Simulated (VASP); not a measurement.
YPtC4N4:

```
Y Pt C N
1.0
     7.49109    0.00000    0.00000
     0.00000    7.49109    0.00000
     0.00000    0.00000    4.28931
Y Pt C N
1 1 4 4
Direct
  0.50000 0.50000 0.00000
  0.00000 0.00000 0.00000
  0.18095 0.81905 0.00000
  0.81905 0.18095 0.00000
  0.18095 0.18095 0.00000
  0.81905 0.81905 0.00000
  0.29139 0.70861 0.00000
  0.70861 0.29139 0.00000
  0.29139 0.29139 0.00000
  0.70861 0.70861 0.00000
```

| Item | Value |
| --- | --- |
| Program | VASP 6.6.1 |
| Task | relaxation of cell and atoms |
| Functional | PBE |
| Potentials or basis | VASP PAW PBE potentials, release 64 (Y_sv, Pt, C, N) |
| Cutoff | 600 eV |
| k mesh | 2 × 2 × 4 |
| Occupations | gaussian, width 0.1 eV |
| Spin | no spin polarisation |

At the start: pressure 5.4 GPa; volume 24.07 Å³/atom.

Problem. Where does the relaxation end?

Solution. Over 32 steps the energy falls by 57.2 meV/atom and the volume is 22.11 Å³/atom (-8.1 %); space group P4/mmm (No. 123, to 0.1 Å) before and after.

The path:
```
step  energy change (eV)  largest force (eV/Å)  pressure (GPa)  volume (Å³)
   1              0.0000                0.3111            5.43       240.70
   2              0.1980                3.3881           -7.25       269.82
   3             -0.3438                1.5958           -1.08       253.03
   4              1.9225               14.0092            7.97       259.23
   5             -0.3818                0.6628           -0.23       253.81
   6             -0.3824                0.4945           -0.32       253.72
   7             -0.4213                0.1866           -0.51       253.00
   8             -0.4383                0.1886           -0.68       252.13
   9             -0.4234                1.4380            0.94       248.24
  10             -0.4422                0.4139           -0.19       250.90
  11             -0.4491                0.4100           -0.11       249.58
  12             -0.4675                0.3994            0.15       245.64
  13             -0.4924                0.3810            0.70       237.83
  14             -0.4824                0.7412            2.08       222.41
  15             -0.4990                0.3726            1.11       232.79
  16             -0.5133                0.5204            0.78       231.37
  17             -0.5381                1.0016           -0.20       227.06
  18             -0.5549                0.5269           -0.05       225.62
  19             -0.5633                0.4204            0.20       223.58
  20             -0.5661                0.3100           -0.03       222.85
  21             -0.5671                0.1594           -0.36       221.84
  22             -0.5672                0.1890           -0.30       222.04
  23             -0.5683                0.0770           -0.33       221.93
  24             -0.5687                0.2043           -0.36       221.80
  25             -0.5694                0.1719           -0.25       221.65
  26             -0.5704                0.0769            0.08       221.18
  27             -0.5704                0.0828            0.10       221.15
  28             -0.5707                0.0698            0.10       221.15
  29             -0.5713                0.0642            0.06       221.14
  30             -0.5717                0.0584           -0.02       221.12
  31             -0.5716                0.1010            0.10       221.08
  32             -0.5718                0.0015            0.02       221.10
```

Final structure:
```
Y Pt C N
1.0
     7.71999    0.00000    0.00000
     0.00000    7.71999    0.00000
     0.00000    0.00000    3.70991
Y Pt C N
1 1 4 4
Direct
  0.50000 0.50000 0.00000
  0.00000 0.00000 0.00000
  0.18021 0.81979 0.00000
  0.81979 0.18021 0.00000
  0.18021 0.18021 0.00000
  0.81979 0.81979 0.00000
  0.28793 0.71207 0.00000
  0.71207 0.28793 0.00000
  0.28793 0.28793 0.00000
  0.71207 0.71207 0.00000
```

Caveat: the k points lie up to 0.42 Å⁻¹ apart in the final cell, too coarse for converged energies and pressures of a metal.
